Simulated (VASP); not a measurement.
Here is a VASP 6.6.1 calculation.

INCAR

```
SYSTEM = AlNi
PREC = Accurate ; ENCUT = 520
EDIFF = 1E-7 ; ISMEAR = -1
SIGMA = 0.1 ; LREAL = .FALSE.
LASPH = .TRUE. ; NELM = 80
ALGO = Normal ; ISIF = 2
LWAVE = .FALSE. ; LCHARG = .FALSE.
GGA = CA ; NBANDS = 14
```

The input KPOINTS:

```
Automatic mesh
0
G
  15 15 15
  0 0 0
```

The input POSCAR:

```
AlNi
1.0
    0.0000000000      2.2755934533      2.2755934533
    2.2755934533      0.0000000000      2.2755934533
    2.2755934533      2.2755934533      0.0000000000
Ni Al
1 1
Direct
    0.0000000000      0.0000000000      0.0000000000
    0.5000000000      0.5000000000      0.5000000000
```

Potentials or basis: VASP PAW LDA potentials, release 64 (Ni, Al).

Launch:

```bash
$ cat potpaw_LDA.64/Ni/POTCAR potpaw_LDA.64/Al/POTCAR > POTCAR
$ mpirun -np 1 vasp_std > vasp.out
```

Task: What does it give for the pressure?

Result: 22.0 GPa.

Task: What does it give for the band gap on the k mesh?

Result: Zero (an odd number of electrons rules out a gap without spin polarisation).

Caveat: the cell stands under pressure. Spin polarisation is off, so any magnetic state and its effect on volume and gap are missing.
